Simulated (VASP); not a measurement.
# TiAl (P-6m2) in VASP: single point with PBE

Aim: the single point of TiAl with PBE.

Program: VASP 6.6.1. These are calculated values, not measurements. Logs are shortened: lines on timing, memory, paths and dates and some standing lists are left out, and cuts for length are marked.

## 1. The cell of the first run

It takes space group P-6m2 (No. 187, hexagonal). Conventional cell: a = 2.882 Å, b = 2.882 Å, c = 4.647 Å, α = 90.00°, β = 90.00°, γ = 120.00°. Ti (site symmetry -6m2) has 6 Al at 2.86 Å and 6 Ti at 2.88 Å within 3.8 Å. Within 3.8 Å of Al (site symmetry -6m2) lie 6 Ti at 2.86 Å and 6 Al at 2.88 Å.

## 2. Single point, PBE, collinear spin

File INCAR:

```
SYSTEM = TiAl
PREC     = Accurate       ! precision mode
ENCUT    = 520            ! plane-wave cutoff, eV
EDIFF    = 1E-6           ! SCF threshold, eV
ISMEAR   = 0              ! smearing method
SIGMA    = 0.1            ! smearing width, eV
LREAL    = .FALSE.        ! projectors in reciprocal space
LASPH    = .TRUE.         ! aspherical terms in the spheres
NELM     = 150            ! most SCF steps
ALGO     = Fast           ! electronic algorithm
ISIF     = 2              ! what is computed and relaxed
LWAVE    = .FALSE.        ! write WAVECAR
LCHARG   = .TRUE.         ! write CHGCAR
ISPIN    = 2              ! spin polarisation
MAGMOM   = 0.42 0         ! initial moments
LORBIT   = 11             ! projections on sites
LMAXMIX  = 4              ! l up to which the mixer works
GGA      = PE             ! functional
LELF     = .TRUE.         ! ELF
LVHAR    = .TRUE.       
NBANDS   = 18             ! bands
```

File KPOINTS:

```
regular mesh
0
G
  24 24 12
  0 0 0
```

File POSCAR:

```
TiAl
1.0
    2.8821658949      0.0000000000      0.0000000000
   -1.4410829474      2.4960288829      0.0000000000
    0.0000000000      0.0000000000      4.6465819409
Ti Al
1 1
Direct
    0.0000000000      0.0000000000      0.0000000000
    0.3333333333      0.6666666667      0.5000000000
```

Potentials or basis: VASP PAW PBE potentials, release 64 (Ti_sv, Al).

Started as:

```console
cat potpaw_PBE.64/Ti_sv/POTCAR potpaw_PBE.64/Al/POTCAR > POTCAR
mpirun -np 1 vasp_std > vasp.out
```

OUTCAR:

```text
SYSTEM = TiAl
   PREC = Accurate
   ENCUT = 520
   EDIFF = 1E-6
   ISMEAR = 0
   LREAL = .FALSE.
   LASPH = .TRUE.
   NELM = 150
   ISIF = 2
   ISPIN = 2
   LORBIT = 11
   GGA = PE

 ion  position               nearest neighbor table
   1  0.000  0.000  0.000-   2 2.86   2 2.86   2 2.86   2 2.86   2 2.86   2 2.86
   2  0.333  0.667  0.500-   1 2.86   1 2.86   1 2.86   1 2.86   1 2.86   1 2.86

  LATTYP: Found a hexagonal cell.
 ALAT       =     2.8821658949
 C/A-ratio  =     1.6121840693

  Lattice vectors:

 A1 = (   2.8821658949,   0.0000000000,   0.0000000000)
 A2 = (  -1.4410829474,   2.4960288829,   0.0000000000)
 A3 = (   0.0000000000,   0.0000000000,   4.6465819409)

Analysis of symmetry for initial positions (statically):
=====================================================================
 Subroutine PRICEL returns:
 Original cell was already a primitive cell.

 Routine SETGRP: Setting up the symmetry group for a
 hexagonal supercell.

 Subroutine GETGRP returns: Found 12 space group operations
 (whereof 12 operations were pure point group operations)
 out of a pool of 24 trial point group operations.

The static configuration has the point symmetry D_3h.

Analysis of symmetry for dynamics (positions and initial velocities):
=====================================================================
 Subroutine PRICEL returns:
 Original cell was already a primitive cell.

 Routine SETGRP: Setting up the symmetry group for a
 hexagonal supercell.

 Subroutine GETGRP returns: Found 12 space group operations
 (whereof 12 operations were pure point group operations)
 out of a pool of 24 trial point group operations.

The dynamic configuration has the point symmetry D_3h.

Analysis of structural, dynamic, and magnetic symmetry:
=====================================================================
 Subroutine PRICEL returns:
 Original cell was already a primitive cell.

 Routine SETGRP: Setting up the symmetry group for a
 hexagonal supercell.

 Subroutine GETGRP returns: Found 12 space group operations
 (whereof 12 operations were pure point group operations)
 out of a pool of 24 trial point group operations.

The overall configuration has the point symmetry D_3h.

 Subroutine INISYM returns: Found 12 space group operations
 (whereof 12 operations are pure point group operations),
 and found     1 'primitive' translations

----------------------------------------------------------------------------------------

                                     Primitive cell

  volume of cell :      33.4274

  direct lattice vectors                    reciprocal lattice vectors
     2.882165895  0.000000000  0.000000000     0.346961291  0.200318195  0.000000000
[... 109 lines left out ...]
  Thomas-Fermi vector in A             =   2.387204
   LORBIT       =     11    0 simple, 1 ext, 2 COOP (PROOUT), +10 PAW based schemes
   GGA     = PE    functional components
   LHFCALC =     F    Hartree Fock is set to
   AEXX    =    0.0000 exact exchange contribution
   IVDW    =     0    specifies the selected vdW correction
   LEPSILON=     F    determine dielectric tensor
   LRPA    =     F    only Hartree local field effects (RPA)
 spin polarized calculation
 RMM-DIIS sequential band-by-band and
 Gauss-broadening in eV      SIGMA  =   0.10
  energy-cutoff  :      520.00
  volume of cell :       33.43
 maximum number of plane-waves:       923
 NGX is ok and might be reduce to    24
   NGX = 11   NGY = 11   NGZ = 17

 number of electron      15.0000001 magnetization       0.1676261

 Free energy of the ion-electron system (eV)
  ---------------------------------------------------
  ext. energy  EPLUGINS =         0.00000000
  ---------------------------------------------------
  free energy    TOTEN  =       -12.08858846 eV

  energy without entropy =      -12.07502573  energy(sigma->0) =      -12.08180710

 E-fermi :   7.8179     XC(G=0): -10.9170

 val. band max:        7.8172380354   @ k =   0.2500   0.0833   0.0833
 cond. band min:       7.8187015175   @ k =   0.2500   0.2083   0.5000
 fundamental gap:      0.0014634821
 Fermi energy:         7.8178729002

 spin component 1

 k-point     1 :       0.0000    0.0000    0.0000
  band No.  band energies     occupation
      1     -48.7688      1.00000
      2     -25.0793      1.00000
      3     -24.6890      1.00000
      4     -24.6890      1.00000
      5      -1.0866      1.00000
      6       5.5045      1.00000
[... 493 lines left out ...]
     17      19.3534      0.00000
     18      22.5520      0.00000

 [... further k-points ...]

 spin component 2

 k-point     1 :       0.0000    0.0000    0.0000
  band No.  band energies     occupation
      1     -48.6803      1.00000
      2     -25.0038      1.00000
      3     -24.5945      1.00000
      4     -24.5945      1.00000
      5      -1.0500      1.00000
      6       5.6452      1.00000
[... 493 lines left out ...]
     17      19.3996      0.00000
     18      22.6116      0.00000

 [... further k-points ...]
[... 5 lines left out ...]
  --------------------------------------------------------------------------------------
  -------------------------------------------------------------------------------------
  Total        0.0014771      0.0014771     -0.0056880      0.0000000      0.0000000     -0.0000000
  in kB        0.0707971      0.0707971     -0.2726283      0.0000000      0.0000000     -0.0000000
  external PRESSURE =      -0.0436780 kB  Pullay stress =       0.0000000 kB

 VOLUME and BASIS-vectors are now :
 -----------------------------------------------------------------------------
  energy-cutoff  :      520.00
  volume of cell :       33.43
      direct lattice vectors                 reciprocal lattice vectors
     2.882165895  0.000000000  0.000000000     0.346961291  0.200318195  0.000000000
    -1.441082947  2.496028883  0.000000000     0.000000000  0.400636390  0.000000000
     0.000000000  0.000000000  4.646581941     0.000000000  0.000000000  0.215211959

 POSITION                                       TOTAL-FORCE (eV/Angst)
 -----------------------------------------------------------------------------------
      0.00000      0.00000      0.00000        -0.000000      0.000000      0.000000
     -0.00000      1.66402      2.32329         0.000000     -0.000000      0.000000
 -----------------------------------------------------------------------------------
    total drift:                                0.000000     -0.000000      0.000000

  FREE ENERGIE OF THE ION-ELECTRON SYSTEM (eV)
  ---------------------------------------------------
  free  energy   TOTEN  =       -12.0885884602 eV

  energy  without entropy=      -12.0750257314  energy(sigma->0) =      -12.08180710

 total charge

# of ion       s       p       d       tot
------------------------------------------
    1        2.216   6.132   1.893  10.242
    2        0.428   0.374   0.000   0.802
--------------------------------------------------
tot          2.644   6.506   1.893  11.044

 magnetization (x)

# of ion       s       p       d       tot
------------------------------------------
    1        0.002   0.011   0.089   0.102
    2       -0.000   0.002   0.000   0.002
--------------------------------------------------
tot          0.001   0.012   0.089   0.103
```

OSZICAR:

```text
N       E                     dE             d eps       ncg     rms          rms(c)
DAV:   1     0.107346573488E+03    0.10735E+03   -0.66105E+03 30792   0.838E+02
DAV:   2    -0.724993732784E+01   -0.11460E+03   -0.10863E+03 31388   0.250E+02
DAV:   3    -0.134494919035E+02   -0.61996E+01   -0.60679E+01 41858   0.565E+01
[... 12 lines left out ...]
RMM:  16    -0.120885830060E+02   -0.46300E-05   -0.32869E-05 45157   0.296E-02    0.384E-03
RMM:  17    -0.120885852700E+02   -0.22640E-05   -0.12938E-05 40576   0.180E-02    0.297E-03
RMM:  18    -0.120885867055E+02   -0.14356E-05   -0.62931E-06 38950   0.131E-02    0.280E-03
RMM:  19    -0.120885877583E+02   -0.10528E-05   -0.29585E-06 36214   0.843E-03    0.199E-03
RMM:  20    -0.120885884602E+02   -0.70194E-06   -0.33904E-06 40572   0.108E-02
   1 F= -.12088588E+02 E0= -.12081807E+02  d E =-.135627E-01  mag=     0.1672
```

Wall time 29 min (1 thread of AMD EPYC 7R43 (Zen 3), shared host); peak memory 0.43 GiB.

What came out:

```
Free energy                                           : -12.0886 eV
Pressure                                              : 0.0 GPa
Net moment                                            : 0.17 μB per cell
Site moments                                          : Ti +0.10; Al +0.00 μB
Valence electrons inside the program's atomic spheres : Ti 10.24; Al 0.80
```

Levels at points of the mesh, in eV from the Fermi level:
Spin up:
| k point | band 5 | band 6 | band 7 | band 8 | band 9 | band 10 | band 11 | band 12 |
| --- | --- | --- | --- | --- | --- | --- | --- | --- |
| (0.00, 0.00, 0.00) | -8.90 | -2.31 | -1.76 | 1.20 | 1.20 | 2.69 | 2.69 | 3.98 |
| (0.50, 0.00, 0.00) | -3.73 | -2.86 | -1.53 | -1.02 | 2.03 | 3.82 | 3.99 | 4.17 |
| (0.00, 0.00, 0.50) | -7.98 | -5.29 | -0.42 | 1.22 | 1.22 | 2.61 | 2.61 | 6.93 |
| (0.50, 0.00, 0.50) | -3.67 | -2.40 | -1.86 | 0.44 | 0.92 | 1.82 | 2.99 | 3.82 |
Spin down:
| k point | band 3 | band 4 | band 5 | band 6 | band 7 | band 8 | band 9 | band 10 | band 11 | band 12 |
| --- | --- | --- | --- | --- | --- | --- | --- | --- | --- | --- |
| (0.00, 0.00, 0.00) | -32.41 | -32.41 | -8.87 | -2.17 | -1.71 | 1.32 | 1.32 | 2.75 | 2.75 | 4.05 |
| (0.50, 0.00, 0.00) | -32.73 | -32.54 | -3.68 | -2.83 | -1.47 | -0.89 | 2.09 | 3.93 | 4.09 | 4.22 |
| (0.00, 0.00, 0.50) | -32.41 | -32.41 | -7.96 | -5.19 | -0.31 | 1.34 | 1.34 | 2.67 | 2.67 | 6.98 |
| (0.50, 0.00, 0.50) | -32.74 | -32.54 | -3.63 | -2.37 | -1.75 | 0.56 | 1.01 | 1.88 | 3.02 | 3.93 |

Caveat: a moment this small can come from the mesh or the smearing.
